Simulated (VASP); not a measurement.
# PtSe2 (P-3m1) in VASP: a series of runs, part 2 of 2

VASP 6.6.1. Earlier steps stand in the parts before.

## Step 4: Single point, PBE+D3(BJ) (c/a of the conventional cell at fixed volume 1.2274)

INCAR reads:

```
SYSTEM = PtSe2
  ALGO = Normal
  EDIFF = 1E-7
  ENCUT = 520
  GGA = PE
  ISIF = 2
  ISMEAR = 0
  IVDW = 12
  LASPH = .True.
  LCHARG = .False.
  LREAL = .False.
  LWAVE = .False.
  NBANDS = 18
  NELM = 80
  PREC = Accurate
  SIGMA = 0.15
```

KPOINTS reads:

```
k-points
0
Gamma
  12 12 8
  0 0 0
```

POSCAR reads:

```
PtSe2
1.0
    3.8231475509      0.0000000000      0.0000000000
   -1.9115737755      3.3109429015      0.0000000000
    0.0000000000      0.0000000000      4.6925313040
Pt Se
1 2
Direct
    0.0000000000      0.0000000000      0.0000000000
    0.3333333333      0.6666666667      0.2341021151
    0.6666666667      0.3333333333      0.7658978849
```

Potentials or basis: VASP PAW PBE potentials, release 64 (Pt, Se).

Command:

```bash
$ cat potpaw_PBE.64/Pt/POTCAR potpaw_PBE.64/Se/POTCAR > POTCAR
$ mpirun -np 1 vasp_std > vasp.out
```

OUTCAR:

```text
SYSTEM = PtSe2
   EDIFF = 1E-7
   ENCUT = 520
   GGA = PE
   ISIF = 2
   ISMEAR = 0
   IVDW = 12
   LASPH = .True.
   LREAL = .False.
   NELM = 80
   PREC = Accurate
 IVDW          = 12

 ion  position               nearest neighbor table
   1  0.000  0.000  0.000-   2 2.47   3 2.47   3 2.47   2 2.47   3 2.47   2 2.47
   2  0.333  0.667  0.234-   1 2.47   1 2.47   1 2.47
   3  0.667  0.333  0.766-   1 2.47   1 2.47   1 2.47

  LATTYP: Found a hexagonal cell.
 ALAT       =     3.8231475509
 C/A-ratio  =     1.2274000000

  Lattice vectors:

 A1 = (   3.8231475509,   0.0000000000,   0.0000000000)
 A2 = (  -1.9115737755,   3.3109429015,   0.0000000000)
 A3 = (   0.0000000000,   0.0000000000,   4.6925313040)

Analysis of symmetry for initial positions (statically):
=====================================================================
 Subroutine PRICEL returns:
 Original cell was already a primitive cell.

 Routine SETGRP: Setting up the symmetry group for a
 hexagonal supercell.

 Subroutine GETGRP returns: Found 12 space group operations
 (whereof 12 operations were pure point group operations)
 out of a pool of 24 trial point group operations.

[... 165 lines left out ...]

 val. band max:        6.8703408738   @ k =   0.0833  -0.0000   0.1250
 cond. band min:       6.9229252142   @ k =  -0.0833   0.3333   0.3750
 fundamental gap:      0.0525843404
 Fermi energy:         6.9106278909

 k-point     1 :       0.0000    0.0000    0.0000
  band No.  band energies     occupation
      1      -9.3109      2.00000
      2      -5.7513      2.00000
      3      -0.3098      2.00000
      4      -0.3098      2.00000
      5      -0.1960      2.00000
      6       2.6693      2.00000
[... 481 lines left out ...]
      5       0.6172      2.00000
      6       2.1039      2.00000
[... 10 lines left out ...]
     17      15.0738      0.00000
     18      15.6053      0.00000

 [... further k-points ...]

------------------------ aborting loop because EDIFF is reached ----------------------------------------

 Edisp (eV)   -1.46352

 E8    (eV) :    -0.6277

  FORCE on cell =-STRESS in cart. coord.  units (eV):
  Direction    XX          YY          ZZ          XY          YZ          ZX
  --------------------------------------------------------------------------------------
  -------------------------------------------------------------------------------------
  Total       2.84701     2.84701     3.40238    -0.00000     0.00000     0.00000
  in kB      76.79274    76.79274    91.77268    -0.00000     0.00000     0.00000
  external pressure =       81.79 kB  Pullay stress =        0.00 kB

 VOLUME and BASIS-vectors are now :
 -----------------------------------------------------------------------------
  energy-cutoff  :      520.00
  volume of cell :       59.40
      direct lattice vectors                 reciprocal lattice vectors
     3.823147551  0.000000000  0.000000000     0.261564584  0.151014383  0.000000000
    -1.911573775  3.310942901  0.000000000     0.000000000  0.302028766  0.000000000
     0.000000000  0.000000000  4.692531304     0.000000000  0.000000000  0.213104599

 POSITION                                       TOTAL-FORCE (eV/Angst)
 -----------------------------------------------------------------------------------
      0.00000      0.00000      0.00000        -0.000000      0.000000      0.000000
     -0.00000      2.20730      1.09853         0.000000      0.000000      1.931787
      1.91157      1.10365      3.59400        -0.000000      0.000000     -1.931787
 -----------------------------------------------------------------------------------
    total drift:                               -0.000000      0.000000      0.000000

  FREE ENERGIE OF THE ION-ELECTRON SYSTEM (eV)
  ---------------------------------------------------
  free  energy   TOTEN  =       -15.3700535372 eV

  energy  without entropy=      -15.3625284047  energy(sigma->0) =      -15.36629097
```

OSZICAR:

```text
N       E                     dE             d eps       ncg     rms          rms(c)
DAV:   1     0.113433966965E+03    0.11343E+03   -0.10119E+04  4748   0.108E+03
DAV:   2    -0.944767253778E+01   -0.12288E+03   -0.11871E+03  5814   0.215E+02
DAV:   3    -0.146678327087E+02   -0.52202E+01   -0.51810E+01  5656   0.440E+01
DAV:   4    -0.147083554785E+02   -0.40523E-01   -0.40507E-01  5940   0.424E+00
DAV:   5    -0.147087755914E+02   -0.42011E-03   -0.42010E-03  5594   0.420E-01    0.139E+01
DAV:   6    -0.141182102095E+02    0.59057E+00   -0.46650E+00  4870   0.188E+01    0.874E+00
DAV:   7    -0.139286481758E+02    0.18956E+00   -0.84197E-01  4862   0.871E+00    0.437E+00
DAV:   8    -0.139085814434E+02    0.20067E-01   -0.44097E-02  5186   0.156E+00    0.813E-01
DAV:   9    -0.139063550220E+02    0.22264E-02   -0.70332E-03  5386   0.767E-01    0.153E-01
DAV:  10    -0.139065134259E+02   -0.15840E-03   -0.81649E-04  5422   0.178E-01    0.461E-02
DAV:  11    -0.139065317401E+02   -0.18314E-04   -0.49193E-05  5696   0.647E-02    0.198E-02
DAV:  12    -0.139065294534E+02    0.22867E-05   -0.11089E-05  5438   0.291E-02    0.482E-03
DAV:  13    -0.139065296385E+02   -0.18508E-06   -0.12157E-06  5696   0.652E-03    0.137E-03
DAV:  14    -0.139065297203E+02   -0.81801E-07   -0.53560E-08  3496   0.129E-03
   1 F= -.15370054E+02 E0= -.15366291E+02  d E =-.752513E-02
```

It took 44 s on 1 thread of Intel Xeon 6975P-C (Granite Rapids), shared host; peak memory 0.29 GiB.

Results:

```
Free energy                : -15.3701 eV
Pressure                   : 8.2 GPa
Largest force              : 1.932 eV/Å
Band gap on the k mesh     : zero (band 11 reaches 7.14 eV, above the bottom of band 12 at 6.82 eV)
Dispersion energy per atom : -0.488 eV
```

Forces on the atoms (eV/Å):
```
Pt   0.000  0.000  0.000
Se   0.000  0.000  1.932
Se   0.000  0.000 -1.932
```

Levels at points of the mesh, in eV from the Fermi level:
| k point | band 7 | band 8 | band 9 | band 10 | band 11 | band 12 | band 13 | band 14 | band 15 | band 16 |
| --- | --- | --- | --- | --- | --- | --- | --- | --- | --- | --- |
| (0.00, 0.00, 0.00) | -4.24 | -2.26 | -1.44 | -1.44 | 0.22 | 1.45 | 1.45 | 3.39 | 4.06 | 6.81 |
| (0.50, 0.00, 0.00) | -4.30 | -3.96 | -3.95 | -3.31 | -2.90 | 0.68 | 2.61 | 4.40 | 6.18 | 7.29 |
| (0.00, 0.00, 0.50) | -4.31 | -2.91 | -1.85 | -1.85 | -1.57 | 2.35 | 2.35 | 5.02 | 6.00 | 6.00 |
| (0.50, 0.00, 0.50) | -3.99 | -3.79 | -3.67 | -3.16 | -1.09 | 1.15 | 1.17 | 4.94 | 5.17 | 8.28 |

Caveat: spin-orbit coupling is left out, which moves the levels of the heavy elements; pairwise dispersion overbinds metals, which lowers pressure and volume; forces of over 1 eV/Å act on the atoms, so gaps and moduli don't describe the material at rest.
